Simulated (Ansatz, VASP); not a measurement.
# PbF2 in VASP and in Ansatz

File INCAR:

```
PREC = Accurate
ENCUT = 520
EDIFF = 1E-7
ISMEAR = 0
SIGMA = 0.05
LREAL = False
LASPH = True
NELM = 80
ALGO = Normal
ISIF = 2
LWAVE = False
LCHARG = False
GGA = PE
NBANDS = 21
```

KPOINTS

```
Automatic mesh
0
Gamma
  10 10 10
```

File POSCAR:

```
PbF2
1.0
    0.0000000000      3.0398475103      3.0398475103
    3.0398475103      0.0000000000      3.0398475103
    3.0398475103      3.0398475103      0.0000000000
Pb F
1 2
Direct
    0.0000000000      0.0000000000      0.0000000000
    0.2500000000      0.2500000000      0.2500000000
    0.7500000000      0.7500000000      0.7500000000
```

Input for Ansatz:

```yaml
crystal:
  lattice:
    - [0.0, 3.0398475103, 3.0398475103]
    - [3.0398475103, 0.0, 3.0398475103]
    - [3.0398475103, 3.0398475103, 0.0]
  atoms:
    - { symbol: Pb, position: [0.0, 0.0, 0.0] }
    - { symbol: F, position: [0.25, 0.25, 0.25] }
    - { symbol: F, position: [0.75, 0.75, 0.75] }
basis:
  ecutwfc: 420
  ecutrho_ratio: 4
kpoints:
  mp_grid: { grid: [10, 10, 10] }
hamiltonian:
  xc: pbe
scf:
  occupations: { method: gaussian, width: 0.05 }
output:
  forces: true
  stress: true
  eigenvalues: true
  write_density: true
  write_potential: true
  elf: true
  volumetric_format: npy
```

Alike in both runs: task single point; functional PBE; k mesh 10 × 10 × 10; occupations gaussian, width 0.05 eV; no spin polarisation.

|  | VASP | Ansatz |
| --- | --- | --- |
| version | VASP 6.6.1 | Ansatz 0.2.0 |
| potentials or method | VASP PAW PBE potentials, release 64 (Pb_d, F), cutoff 520 eV | scalar-relativistic, plane waves, PAW |
| valence electrons in the cell | 28 | 28 |

```csv
,VASP,Ansatz,Ansatz less VASP
gap on the k mesh at the Fermi level (eV),4.39,4.40,+0.006
least direct gap on the mesh (eV),4.55,4.55,+0.003
pressure (GPa),-2.6,-2.4,+0.21
```

The functional is the same, so the differences come from potentials, cutoffs and numerics.

Neither program's run includes spin-orbit coupling.
